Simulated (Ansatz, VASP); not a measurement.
## HfO2: VASP beside Ansatz

```xyz
6
Lattice="4.8386 0.0000 0.0000 0.0000 4.8386 0.0000 0.0000 0.0000 3.2205" Properties=species:S:1:pos:R:3 pbc="T T T"
Hf    2.4193    2.4193    0.0000
Hf    0.0000    0.0000    1.6103
O     3.3622    3.3622    1.6103
O     3.8956    0.9430    0.0000
O     0.9430    3.8956    0.0000
O     1.4763    1.4763    1.6103
```

Alike in both runs: functional r2SCAN; k mesh 6 × 6 × 8; occupations gaussian, width 0.02 eV; no spin polarisation.

Ansatz relaxed the structure, and its values are those at the end. VASP's run is a single point on that final structure, the one shown.

```csv
,VASP,Ansatz
version,VASP 6.6.1,Ansatz 0.2.0
potentials or method,"VASP PAW PBE potentials, release 64 (Hf_pv, O), cutoff 520 eV","scalar-relativistic, plane waves, PAW"
valence electrons in the cell,44,76
```

|  | VASP | Ansatz | Ansatz less VASP |
| --- | --- | --- | --- |
| gap on the k mesh at the Fermi level (eV) | 4.47 | 4.53 | +0.061 |
| least direct gap on the mesh (eV) | 4.47 | 4.53 | +0.061 |
| pressure (GPa) | -3.2 | 0.0 | +3.20 |
| rms of the force components (eV/Å) | 0.022 | 0.002 | -0.0194 |

VASP's potentials were made for PBE, not for r2SCAN. With one functional, cell and mesh, what is left measures potentials, basis and numerics. VASP's potentials hold 44 valence electrons a cell and Ansatz's 76, so a difference there can come from the potentials and not from the codes.

Neither program's run includes spin-orbit coupling.
